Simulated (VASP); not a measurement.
# BaTiO3 (P1) in VASP: single point with r2SCAN

Aim: the single point of BaTiO3 with r2SCAN.

Everything below comes from runs of VASP 6.6.1. Logs are shortened: lines on timing, memory, paths and dates and some standing lists are left out, and cuts for length are marked.

## 1. The cell of the first run

The typed cell holds 10 atoms: a = 4.007 Å, b = 4.007 Å, c = 8.015 Å, α = 90.00°, β = 90.00°, γ = 90.00°.

## 2. Single point, r2SCAN

POSCAR

```
BaTiO3
1.0
    4.0073000000      0.0000000000      0.0000000000
    0.0000000000      4.0073000000      0.0000000000
    0.0000000000      0.0000000000      8.0146000000
Ba Ti O
2 2 6
Direct
    0.5774118300      0.5950023200      0.2399217200
    0.5133239400      0.4560751000      0.7636477900
    0.0354144600      0.9982134600      0.0132376500
    0.9499882200      0.9711686500      0.5185272300
    0.5690732100      0.9256262100      0.9797733700
    0.4293289800      0.9665517700      0.5005258200
    0.9689020100      0.5955733500      0.9841481100
    0.9541317500      0.4628596100      0.5236707700
    0.9618464100      0.0102451400      0.2239939200
    0.0405791900      0.0186844000      0.7525536100
```

INCAR.step1

```
PREC = Accurate
ENCUT = 520
ISMEAR = -1
SIGMA = 0.05
LREAL = F
LASPH = T
NELM = 100
NBANDS = 51
GGA = PE
ALGO = Normal
EDIFF = 1E-4
LWAVE = T
LCHARG = F
```

INCAR.step2

```
PREC = Accurate
ENCUT = 520
EDIFF = 1E-6
ISMEAR = -1
SIGMA = 0.05
LREAL = F
LASPH = T
NELM = 100
ALGO = Normal
ISIF = 2
LWAVE = F
LCHARG = F
METAGGA = R2SCAN
LMIXTAU = T
NBANDS = 51
ISTART = 1
```

KPOINTS

```
regular mesh
0
Gamma
  7 7 4
```

Potentials or basis: VASP PAW PBE potentials, release 64 (Ba_sv, Ti_sv, O).

Launch:

```sh
> cat potpaw_PBE.64/Ba_sv/POTCAR potpaw_PBE.64/Ti_sv/POTCAR potpaw_PBE.64/O/POTCAR > POTCAR
> cp INCAR.step1 INCAR
> mpirun -np 1 vasp_std > vasp.out
> cp INCAR.step2 INCAR
> mpirun -np 1 vasp_std > vasp.out
```

OUTCAR:

```text
PREC = Accurate
   ENCUT = 520
   EDIFF = 1E-6
   ISMEAR = -1
   LREAL = F
   LASPH = T
   NELM = 100
   ISIF = 2
   METAGGA = R2SCAN
   ISTART = 1

 ion  position               nearest neighbor table
   1  0.577  0.595  0.240-   9 2.27   5 2.47   7 2.58   6 2.63   8 2.78   9 2.81   9 2.98   3 3.05
                             4 3.08   7 3.19   3 3.26   6 3.33   3 3.52   4 3.67   4 3.69   3 3.71
   2  0.513  0.456  0.764-   5 2.57  10 2.58   7 2.60   8 2.61  10 2.75   5 2.75   7 2.86   6 2.90
                            10 2.95   8 2.95   6 2.96  10 3.09   4 3.27   3 3.32   4 3.34   3 3.43
   3  0.035  0.998  0.013-   7 1.65   9 1.72   5 1.91  10 2.09   5 2.17   7 2.42   1 3.05   1 3.26
                             2 3.32   2 3.43   1 3.52   2 3.52   2 3.62   1 3.71
   4  0.950  0.971  0.519-  10 1.92   6 1.93   8 1.97   8 2.04   6 2.09   9 2.37   1 3.08   2 3.27
                             2 3.34   2 3.57   2 3.64   1 3.67   1 3.69
   5  0.569  0.926  0.980-   3 1.91   3 2.17   1 2.47   2 2.57   2 2.75
   6  0.429  0.967  0.501-   4 1.93   4 2.09   1 2.63   2 2.90   2 2.96   1 3.33
   7  0.969  0.596  0.984-   3 1.65   3 2.42   1 2.58   2 2.60   2 2.86   1 3.19
   8  0.954  0.463  0.524-   4 1.97   4 2.04   2 2.61   1 2.78   2 2.95
   9  0.962  0.010  0.224-   3 1.72   1 2.27   4 2.37   1 2.81   1 2.98
  10  0.041  0.019  0.753-   4 1.92   3 2.09   2 2.58   2 2.75   2 2.95   2 3.09

  LATTYP: Found a simple tetragonal cell.
 ALAT       =     4.0073000000
 C/A-ratio  =     2.0000000000

  Lattice vectors:

 A1 = (   4.0073000000,   0.0000000000,   0.0000000000)
 A2 = (   0.0000000000,   4.0073000000,   0.0000000000)
 A3 = (   0.0000000000,   0.0000000000,   8.0146000000)

Analysis of symmetry for initial positions (statically):
=====================================================================
 Subroutine PRICEL returns:
 Original cell was already a primitive cell.

 Routine SETGRP: Setting up the symmetry group for a
 simple tetragonal supercell.

 Subroutine GETGRP returns: Found  1 space group operations
 (whereof  1 operations were pure point group operations)
 out of a pool of 16 trial point group operations.

The static configuration has the point symmetry C_1 .

Analysis of symmetry for dynamics (positions and initial velocities):
=====================================================================
 Subroutine PRICEL returns:
 Original cell was already a primitive cell.

 Routine SETGRP: Setting up the symmetry group for a
 simple tetragonal supercell.

 Subroutine GETGRP returns: Found  1 space group operations
 (whereof  1 operations were pure point group operations)
 out of a pool of 16 trial point group operations.

The dynamic configuration has the point symmetry C_1 .

 Subroutine INISYM returns: Found  1 space group operations
 (whereof  1 operations are pure point group operations),
 and found     1 'primitive' translations

----------------------------------------------------------------------------------------

                                     Primitive cell

  volume of cell :     128.7021

  direct lattice vectors                    reciprocal lattice vectors
     4.007300000  0.000000000  0.000000000     0.249544581  0.000000000  0.000000000
     0.000000000  4.007300000  0.000000000     0.000000000  0.249544581  0.000000000
     0.000000000  0.000000000  8.014600000     0.000000000  0.000000000  0.124772291

  length of vectors
     4.007300000  4.007300000  8.014600000     0.249544581  0.249544581  0.124772291

  position of ions in fractional coordinates (direct lattice)
     0.577411830  0.595002320  0.239921720
     0.513323940  0.456075100  0.763647790
     0.035414460  0.998213460  0.013237650
     0.949988220  0.971168650  0.518527230
     0.569073210  0.925626210  0.979773370
     0.429328980  0.966551770  0.500525820
     0.968902010  0.595573350  0.984148110
     0.954131750  0.462859610  0.523670770
     0.961846410  0.010245140  0.223993920
     0.040579190  0.018684400  0.752553610

  ion indices of the primitive-cell ions
   primitive index   ion index
                 1           1
                 2           2
                 3           3
                 4           4
                 5           5
                 6           6
                 7           7
                 8           8
                 9           9
                10          10

----------------------------------------------------------------------------------------

 KPOINTS: regular mesh

Automatic generation of k-mesh.
 Grid dimensions read from file:
 generate k-points for:    7    7    4

 Generating k-lattice:

  Cartesian coordinates                     Fractional coordinates (reciprocal lattice)
     0.035649226  0.000000000  0.000000000     0.142857143  0.000000000  0.000000000
     0.000000000  0.035649226  0.000000000     0.000000000  0.142857143  0.000000000
     0.000000000  0.000000000  0.031193073     0.000000000  0.000000000  0.250000000

  Length of vectors
     0.035649226  0.035649226  0.031193073

  Shift w.r.t. Gamma in fractional coordinates (k-lattice)
     0.000000000  0.000000000  0.000000000

 Subroutine IBZKPT returns following result:
 ===========================================

 Found     99 irreducible k-points:

 Following reciprocal coordinates:
            Coordinates               Weight
  0.000000  0.000000  0.000000      1.000000
  0.142857  0.000000  0.000000      2.000000
  0.000000  0.142857  0.000000      2.000000
  0.285714  0.000000  0.000000      2.000000
  0.000000  0.285714  0.000000      2.000000
  0.428571  0.000000  0.000000      2.000000
[... 16 lines left out ...]
  0.285714  0.428571  0.000000      2.000000
  0.428571  0.428571  0.000000      2.000000
 [... further k-points ...]
   k-points           NKPTS =     99   k-points in BZ     NKDIM =     99   number of bands    NBANDS=     51
   number of dos      NEDOS =    301   number of ions     NIONS =     10
   total plane-waves  NPLWV =  54000
   dimension x,y,z NGX =    30 NGY =   30 NGZ =   60
   dimension x,y,z NGXF=    60 NGYF=   60 NGZF=  120
   ions per type =               2   2   6
   NGX,Y,Z   is equivalent  to a cutoff of  12.45, 12.45, 12.45 a.u.
   NGXF,Y,Z  is equivalent  to a cutoff of  24.89, 24.89, 24.89 a.u.
 SYSTEM =  unknown system
   PREC   = accura    normal or accurate (medium, high low for compatibility)
   ISTART =      1    job   : 0-new  1-cont  2-samecut
   ICHARG =      0    charge: 1-file 2-atom 10-const
   ISPIN  =      1    spin polarized calculation?
   LNONCOLLINEAR =      F non collinear calculations
   LSORBIT =      F    spin-orbit coupling
   LASPH  =      T    aspherical Exc in radial PAW
   ENCUT  =  520.0 eV  38.22 Ry    6.18 a.u.   7.45  7.45 14.90*2*pi/ulx,y,z
   NELM   =    100;   NELMIN=  2; NELMDL=  0     # of ELM steps
   EDIFF  = 0.1E-05   stopping-criterion for ELM
   LREAL  =      F    real-space projection
   EDIFFG = 0.1E-04   stopping-criterion for IOM
   NSW    =      0    number of steps for IOM
   IBRION =     -1    ionic relax: 0-MD 1-quasi-New 2-CG
   NFREE  =      0    steps in history (QN), initial steepest desc. (CG)
   ISIF   =      2    stress and relaxation
   ISYM   =      2    0-nonsym 1-usesym 2-fastsym
   POTIM  = 0.5000    time-step for ionic-motion
   TEBEG  =    0.0;   TEEND  =   0.0 temperature during run
   PSTRESS=    0.0 pullay stress
   NELECT =      80.0000    total number of electrons
   NUPDOWN=      -1.0000    fix difference up-down
   EMIN   =  10.00;   EMAX   =-10.00  energy-range for DOS
   EFERMI =   0.00;   METHOD = LEGACY
   ISMEAR =    -1;   SIGMA  =   0.05  broadening in eV -4-tet -1-fermi 0-gaus
   EFERMI_NEDOS =   21; number of points for ismear=-14 and -15
   IALGO  =     38    algorithm
   IMIX   =      4    mixing-type and parameters
     AMIX     =   0.40;   BMIX     =  1.00
     AMIX_MAG =   1.60;   BMIX_MAG =  1.00
  volume/ion in A,a.u.               =      12.87        86.85
  Fermi-wavevector in a.u.,A,eV,Ry     =   1.397150  2.640230 26.558947  1.952028
  Thomas-Fermi vector in A             =   2.520434
   LORBIT       =      0    0 simple, 1 ext, 2 COOP (PROOUT), +10 PAW based schemes
   METAGGA = R2SCAN    functional components
   LHFCALC =     F    Hartree Fock is set to
   AEXX    =    0.0000 exact exchange contribution
   IVDW    =     0    specifies the selected vdW correction
   LEPSILON=     F    determine dielectric tensor
   LRPA    =     F    only Hartree local field effects (RPA)
 non-spin polarized calculation
  energy-cutoff  :      520.00
  volume of cell :      128.70
 maximum number of plane-waves:      3498
 NGX is ok and might be reduce to    30
   NGX = 15   NGY = 15   NGZ = 29

 number of electron      79.9999992 magnetization

 Free energy of the ion-electron system (eV)
  ---------------------------------------------------
  ext. energy  EPLUGINS =         0.00000000
  ---------------------------------------------------
  free energy    TOTEN  =      -143.44537174 eV

  energy without entropy =     -143.44537174  energy(sigma->0) =     -143.44537174

 E-fermi :   4.9743     XC(G=0): -11.7998

 val. band max:        4.0551618373   @ k =   0.0000   0.0000   0.0000
 cond. band min:       5.8450843844   @ k =   0.0000   0.0000   0.0000
 fundamental gap:      1.7899225470
 Fermi energy:         4.9742966419

 k-point     1 :       0.0000    0.0000    0.0000
  band No.  band energies     occupation
      1     -55.3686      2.00000
      2     -54.4987      2.00000
      3     -30.6142      2.00000
      4     -30.5135      2.00000
      5     -30.5005      2.00000
      6     -30.1354      2.00000
[... 43 lines left out ...]
     50       9.3328      0.00000
     51       9.9228      0.00000

 k-point     2 :       0.1429    0.0000    0.0000
  band No.  band energies     occupation
      1     -55.3684      2.00000
      2     -54.4985      2.00000
      3     -30.6137      2.00000
      4     -30.5234      2.00000
      5     -30.5006      2.00000
      6     -30.1352      2.00000
[... 1180 lines left out ...]
 k-point    24 :       0.4286    0.4286    0.0000
  band No.  band energies     occupation
      1     -55.3665      2.00000
      2     -54.4965      2.00000
      3     -30.6124      2.00000
      4     -30.5632      2.00000
      5     -30.5481      2.00000
      6     -30.1838      2.00000
[... 43 lines left out ...]
     50      11.1001      0.00000
     51      11.3947      0.00000

 [... further k-points ...]
[... 5 lines left out ...]
  --------------------------------------------------------------------------------------
  -------------------------------------------------------------------------------------
  Total       11.5118617     16.5295912     16.4874244      1.7001549     -0.8856423     -3.0892229
  in kB      143.3080487    205.7724030    205.2474806     21.1647679    -11.0251215    -38.4568991
  external PRESSURE =     184.7759774 kB  Pullay stress =       0.0000000 kB

 VOLUME and BASIS-vectors are now :
 -----------------------------------------------------------------------------
  energy-cutoff  :      520.00
  volume of cell :      128.70
      direct lattice vectors                 reciprocal lattice vectors
     4.007300000  0.000000000  0.000000000     0.249544581  0.000000000  0.000000000
     0.000000000  4.007300000  0.000000000     0.000000000  0.249544581  0.000000000
     0.000000000  0.000000000  8.014600000     0.000000000  0.000000000  0.124772291

 POSITION                                       TOTAL-FORCE (eV/Angst)
 -----------------------------------------------------------------------------------
      2.31386      2.38435      1.92288        -3.416711     -4.077926      1.112537
      2.05704      1.82763      6.12033        -0.793312      0.648870     -0.812515
      0.14192      4.00014      0.10609         1.293730      2.777988     -4.677453
      3.80689      3.89176      4.15579         2.225388      1.019623      2.500150
      2.28045      3.70926      7.85249        -4.600970      4.407482      0.334619
      1.72045      3.87326      4.01151         1.617174      0.022479     -0.569719
      3.88268      2.38664      7.88755         3.279481     -7.668942      0.616678
      3.82349      1.85482      4.19701        -0.297387      1.049235     -1.507279
      3.85441      0.04106      1.79522         2.067822      2.271926      4.685754
      0.16261      0.07487      6.03142        -1.375214     -0.450734     -1.682772
 -----------------------------------------------------------------------------------
    total drift:                               -0.000610      0.001376     -0.009445

  FREE ENERGIE OF THE ION-ELECTRON SYSTEM (eV)
  ---------------------------------------------------
  free  energy   TOTEN  =      -143.4453717407 eV

  energy  without entropy=     -143.4453717387  energy(sigma->0) =     -143.44537174
```

Wall time 56 min (1 thread of Oxide Virtual Turin-like, shared host); peak memory 0.58 GiB.

Results:

```
Free energy            : -143.4454 eV
Pressure               : 18.5 GPa
Largest force          : 8.363 eV/Å
Band gap on the k mesh : 1.79 eV
```

Forces in eV/Å, atoms in the order of the input:
```
Ba  -3.417 -4.078  1.113
Ba  -0.793  0.649 -0.813
Ti   1.294  2.778 -4.677
Ti   2.225  1.020  2.500
O   -4.601  4.407  0.335
O    1.617  0.022 -0.570
O    3.279 -7.669  0.617
O   -0.297  1.049 -1.507
O    2.068  2.272  4.686
O   -1.375 -0.451 -1.683
```

Caveat: the cell stands under pressure; the PAW data sets were made with another functional, which shifts forces and pressure a little; spin-orbit coupling is left out, which moves the levels of the heavy elements; an odd mesh through Γ misses points on the zone boundary, where band edges can lie.
